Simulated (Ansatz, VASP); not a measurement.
**Ge: VASP beside Ansatz**

```
Ge
1.0
    -2.49590    2.65086    1.43695
     2.49590   -2.65086    1.43695
     2.49590    2.65086   -1.43695
Ge
2
Direct
  0.18594 0.93594 0.25000
  0.81406 0.06406 0.75000
```

Alike in both runs: task single point; functional LDA; k mesh 13 × 13 × 13; no spin polarisation.

|  | VASP | Ansatz |
| --- | --- | --- |
| version | VASP 6.6.1 | Ansatz 0.2.0 |
| potentials or method | VASP PAW LDA potentials, release 64 (Ge_d) | plane waves, PAW |
| plane-wave cutoff (eV) | 500 | 420 |
| occupations | methfessel-paxton of order 1, width 0.1 eV | cold, width 0.1 eV |
| valence electrons in the cell | 28 | 28 |

Ansatz gave:

* gap on the k mesh at the Fermi level (eV): none
* pressure (GPa): -4.3
* traceless stress, the component that is largest in VASP (GPa): -1.04
* rms of the force components (eV/Å): 0.042

Question: What did VASP give for the same quantities?

Answer: gap on the k mesh at the Fermi level (eV): none; pressure (GPa): -4.4; traceless stress, the component that is largest in VASP (GPa): -1.09; rms of the force components (eV/Å): 0.041.

LDA's correlation is that of Perdew and Zunger in VASP and of Perdew and Wang (1992) in Ansatz. Atom by atom the forces differ by 0.001 eV/Å (rms over components). A gap of «none» marks a metal or a gap that the smearing closes.
